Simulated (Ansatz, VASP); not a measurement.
SrTiO3 in VASP and in Ansatz

```xyz
5
Lattice="3.9216 0.0905 0.0205 0.0905 3.9682 -0.0207 0.0205 -0.0207 3.9515" Properties=species:S:1:pos:R:3 pbc="T T T"
Sr   -0.0016    0.0001   -0.0069
Ti    2.0230    2.0221    1.9571
O     0.0624    1.9810    1.9678
O     1.9613    0.0230    1.9955
O     2.0038    2.0308    0.0134
```

Change from the starting cell: cell sheared at random, sigma 0.01, atoms nudged by 0.01 Å.

Alike in both runs: task single point; functional PBE; k mesh 6 × 6 × 6; occupations gaussian, width 0.05 eV; no spin polarisation; Hubbard terms Ti d U = 4.0 eV.

|  | VASP | Ansatz |
| --- | --- | --- |
| version | VASP 6.6.1 | Ansatz 0.2.0 |
| potentials or method | VASP PAW PBE potentials, release 64 (Sr_sv, Ti_sv, O), cutoff 520 eV | scalar-relativistic, plane waves, PAW |
| valence electrons in the cell | 40 | 40 |

```csv
,VASP,Ansatz,Ansatz less VASP
gap on the k mesh at the Fermi level (eV),2.18,2.19,+0.005
least direct gap on the mesh (eV),2.51,2.52,+0.001
pressure (GPa),3.0,0.3,-2.71
"traceless stress, the component that is largest in VASP (GPa)",-5.04,-5.06,-0.022
rms of the force components (eV/Å),0.101,0.071,-0.0300
```

The programs project onto different local orbitals, so the same U acts differently, and such runs can settle in different states. Atom by atom the forces differ by 0.048 eV/Å (rms over components).
